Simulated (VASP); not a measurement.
Wanted: the native input for a VASP 6.6.1 run.

| Item | Value |
| --- | --- |
| Task | single point |
| Functional | PBEsol |
| Potentials or basis | VASP PAW PBE potentials, release 64 (Si, C) |
| Cutoff | 520 eV |
| k mesh | 8 × 8 × 6 |
| Occupations | gaussian, width 0.01 eV |
| Spin | no spin polarisation |
| Dipole correction | no |
| Further INCAR settings | ALGO = Normal; EDIFF = 1e-06; NBANDS = 16 |

The structure of SiC lies in POSCAR:

```
SiC
1.0
    3.0911508166      0.0000000000      0.0000000000
   -1.5455754083      2.6770151341      0.0000000000
    0.0000000000      0.0000000000      5.0424016012
Si C
2 2
Direct
    0.3333333333      0.6666666667      0.0042573171
    0.6666666667      0.3333333333      0.5042573171
    0.3333333333      0.6666666667      0.3807426829
    0.6666666667      0.3333333333      0.8807426829
```

This cell differs from its parent crystal: film at in-plane strain +0.005.

These files were run (other wordings do the same):

INCAR

```
SYSTEM = SiC
PREC = Accurate ; ENCUT = 520
EDIFF = 1E-6 ; ISMEAR = 0
SIGMA = 0.01 ; LREAL = .False.
LASPH = .True. ; NELM = 60
ALGO = Normal ; ISIF = 2
LWAVE = .False. ; LCHARG = .False.
GGA = PS ; NBANDS = 16
```

KPOINTS

```
Automatic mesh
0
Gamma
  8 8 6
  0 0 0
```

Potentials or basis: VASP PAW PBE potentials, release 64 (Si, C).

Command:

```bash
$ cat potpaw_PBE.64/Si/POTCAR potpaw_PBE.64/C/POTCAR > POTCAR
$ mpirun -np 1 vasp_std > vasp.out
```

It gave:

```json
{"Pressure": "-1.6 GPa", "Band gap on the k mesh": "2.43 eV (least direct gap 3.79 eV)"}
```

Caveat: the cell differs from its parent crystal (film at in-plane strain +0.005); the PAW data sets were made with another functional, which shifts forces and pressure a little.

Wall time 22 s on 1 thread of Intel Xeon 8259CL (shared host), peak memory 0.16 GiB.
